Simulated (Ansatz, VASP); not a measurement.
## Two plane-wave programs on ZnSiP2

```xyz
8
Lattice="-2.7361 2.7361 5.3219 2.7361 -2.7361 5.3219 2.7361 2.7361 -5.3219" Properties=species:S:1:pos:R:3 pbc="T T T"
Zn    0.0000    0.0000    0.0000
Zn    0.0000    2.7361    2.6609
P     1.4627    1.3680    1.3305
P     1.3680   -1.2733    3.9914
P     1.2733    1.3680    6.6523
P    -1.3680    1.2733    3.9914
Si    0.0000    0.0000    5.3219
Si    2.7361    0.0000    2.6609
```

Alike in both runs: task single point; functional PBE; k mesh 6 × 6 × 6; no spin polarisation.

```csv
,VASP,Ansatz
version,VASP 6.6.1,Ansatz 0.2.0
potentials or method,"VASP PAW PBE potentials, release 64 (Zn, P, Si)","plane waves, PAW"
plane-wave cutoff (eV),500,420
occupations,"gaussian, width 0.01 eV",fixed
valence electrons in the cell,52,52
```

```tsv
	VASP	Ansatz	Ansatz less VASP
gap on the k mesh at the Fermi level (eV)	1.42	1.41	-0.003
pressure (GPa)	-2.4	-2.4	0.00
rms of the force components (eV/Å)	0.035	0.024	-0.0112
```
